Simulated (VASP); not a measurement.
Here is a VASP 6.6.1 calculation.

File INCAR:

```
SYSTEM = Al
ALGO = Normal
EDIFF = 1E-6
EDIFFG = -0.005
ENCUT = 600
IBRION = 2
ISIF = 3
ISMEAR = -1
LASPH = .True.
LCHARG = .False.
LREAL = .False.
LWAVE = .False.
NELM = 80
NSW = 60
PREC = Accurate
SIGMA = 0.08
```

KPOINTS

```
k-points
0
Gamma
  18 18 18
  0 0 0
```

Contents of POSCAR:

```
Al
1.0
    0.0000000000      2.0251003354      2.0251003354
    2.0251003354      0.0000000000      2.0251003354
    2.0251003354      2.0251003354      0.0000000000
Al
1
Direct
    0.0000000000      0.0000000000      0.0000000000
```

Potentials or basis: VASP PAW LDA potentials, release 64 (Al).

The run is started by

```console
$ cat potpaw_LDA.64/Al/POTCAR > POTCAR
$ mpirun -np 1 vasp_std > vasp.out
```

What does it give for the relaxed volume?

15.82 Å³/atom.

Predict the space group after relaxing (to 0.1 Å).

Fm-3m (No. 225).

Predict the relaxed cell.

a = 2.818 Å, b = 2.818 Å, c = 2.818 Å, α = 60.00°, β = 60.00°, γ = 60.00°.

Estimate the band gap on the k mesh.

zero (an odd number of electrons rules out a gap without spin polarisation).

Final structure:
```xyz
1
Lattice="0.0000 1.9924 1.9924 1.9924 0.0000 1.9924 1.9924 1.9924 0.0000" Properties=species:S:1:pos:R:3 pbc="T T T"
Al    0.0000    0.0000    0.0000
```
